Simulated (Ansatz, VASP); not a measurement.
## Sr2NbN2O2 in VASP and in Ansatz

Contents of INCAR:

```
PREC = Accurate ; ENCUT = 520
EDIFF = 1E-6 ; ISMEAR = -1
SIGMA = 0.05 ; LREAL = F
LASPH = T ; NELM = 100
ALGO = Normal ; ISIF = 2
LWAVE = F ; LCHARG = T
GGA = PE ; LELF = T
LVHAR = T ; NBANDS = 36
```

Contents of KPOINTS:

```
Automatic mesh
0
Gamma
  9 9 9
```

Contents of POSCAR:

```
Sr2NbN2O2
1.0
   -2.0713719979      2.0713719979      6.6310683044
    2.0713719979     -2.0713719979      6.6310683044
    2.0713719979      2.0713719979     -6.6310683044
Nb Sr O N
1 2 2 2
Direct
    0.0000000000      0.0000000000      0.0000000000
    0.6483240000      0.6483240000      0.0000000000
    0.3516760000      0.3516760000      0.0000000000
    0.8376350000      0.8376350000      0.0000000000
    0.1623650000      0.1623650000      0.0000000000
    0.0000000000      0.5000000000      0.5000000000
    0.5000000000      0.0000000000      0.5000000000
```

File input.yaml:

```yaml
crystal:
  lattice:
    - [-2.0713719979, 2.0713719979, 6.6310683044]
    - [2.0713719979, -2.0713719979, 6.6310683044]
    - [2.0713719979, 2.0713719979, -6.6310683044]
  atoms:
    - { symbol: Nb, position: [0.0, 0.0, 0.0] }
    - { symbol: Sr, position: [0.648324, 0.648324, 0.0] }
    - { symbol: Sr, position: [0.351676, 0.351676, 0.0] }
    - { symbol: O, position: [0.837635, 0.837635, 0.0] }
    - { symbol: O, position: [0.162365, 0.162365, 0.0] }
    - { symbol: "N", position: [0.0, 0.5, 0.5] }
    - { symbol: "N", position: [0.5, 0.0, 0.5] }
hamiltonian:
  xc: pbe
  pseudopotentials: { kind: paw }
kpoints:
  mp_grid: { grid: [9, 9, 9] }
scf:
  occupations: { method: fermi_dirac, width: 0.05 }
output:
  forces: true
  stress: true
  eigenvalues: true
```

Alike in both runs: task single point; functional PBE; k mesh 9 × 9 × 9; occupations fermi-dirac, width 0.05 eV; no spin polarisation.

```csv
,VASP,Ansatz
version,VASP 6.6.1,Ansatz 0.2.0
potentials or method,"VASP PAW PBE potentials, release 64 (Nb_sv, Sr_sv, O, N)",Ansatz PAW
plane-wave cutoff (eV),520,420
valence electrons in the cell,55,55
```

VASP gave:

| Item | Value |
| --- | --- |
| gap on the k mesh at the Fermi level (eV) | none |
| pressure (GPa) | -8.0 |
| traceless stress, the component that is largest in VASP (GPa) | -0.41 |
| rms of the force components (eV/Å) | 0.187 |

Question: Estimate Ansatz's values.

Answer: gap on the k mesh at the Fermi level (eV): none; pressure (GPa): -8.1; traceless stress, the component that is largest in VASP (GPa): -0.58; rms of the force components (eV/Å): 0.179.

Atom by atom the forces differ by 0.009 eV/Å (rms over components). A gap of «none» marks a metal or a gap that the smearing closes.
